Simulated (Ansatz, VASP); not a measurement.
## Mg in VASP and in Ansatz

The input INCAR:

```
SYSTEM = Mg
  PREC = Accurate
  ENCUT = 520
  EDIFF = 1E-8
  ISMEAR = -1
  SIGMA = 0.03
  LREAL = .False.
  LASPH = .True.
  NELM = 60
  ALGO = Normal
  ISIF = 2
  LWAVE = .False.
  LCHARG = .False.
  GGA = CA
  LEFG = .True.
  NBANDS = 7
```

File KPOINTS:

```
Automatic mesh
0
Gamma
  19 19 19
  0 0 0
```

The input POSCAR:

```
Mg
1.0
   -1.4665903054      1.4665903054      1.4665903054
    1.4665903054     -1.4665903054      1.4665903054
    1.4665903054      1.4665903054     -1.4665903054
Mg
1
Direct
    0.0000000000      0.0000000000      0.0000000000
```

Input for Ansatz:

```yaml
crystal:
  lattice:
    - [-1.4665903054, 1.4665903054, 1.4665903054]
    - [1.4665903054, -1.4665903054, 1.4665903054]
    - [1.4665903054, 1.4665903054, -1.4665903054]
  atoms:
    - { symbol: Mg, position: [0.0, 0.0, 0.0] }
kpoints:
  mp_grid: { grid: [19, 19, 19] }
scf:
  occupations: { method: fermi_dirac, width: 0.03 }
hamiltonian:
  xc: lda
  pseudopotentials: { kind: all_electron, datasets: crystal }
output:
  forces: true
  stress: true
  eigenvalues: true
  efg: { contact_densities: true }
```

Change from the starting cell: volume scaled by 0.98, crystal datasets.

Alike in both runs: task electric field gradients; functional LDA; k mesh 19 × 19 × 19; occupations fermi-dirac, width 0.03 eV; no spin polarisation.

|  | VASP | Ansatz |
| --- | --- | --- |
| version | VASP 6.6.1 | Ansatz 0.2.0 |
| potentials or method | VASP PAW LDA potentials, release 64 (Mg), cutoff 520 eV | all-electron PAW with datasets made for the crystal, scalar-relativistic |

Ansatz gave:

```
pressure (GPa) : 60.0
```

Task: Which values does VASP return?

Result: Pressure (GPa): 60.5.

LDA's correlation is that of Perdew and Zunger in VASP and of Perdew and Wang (1992) in Ansatz. Both programs put the cell under a high pressure, so it lies far from rest at this level. Ansatz ran all-electron here, and VASP with PAW potentials.

Noted on VASP's run: the cell as given lies far from equilibrium.
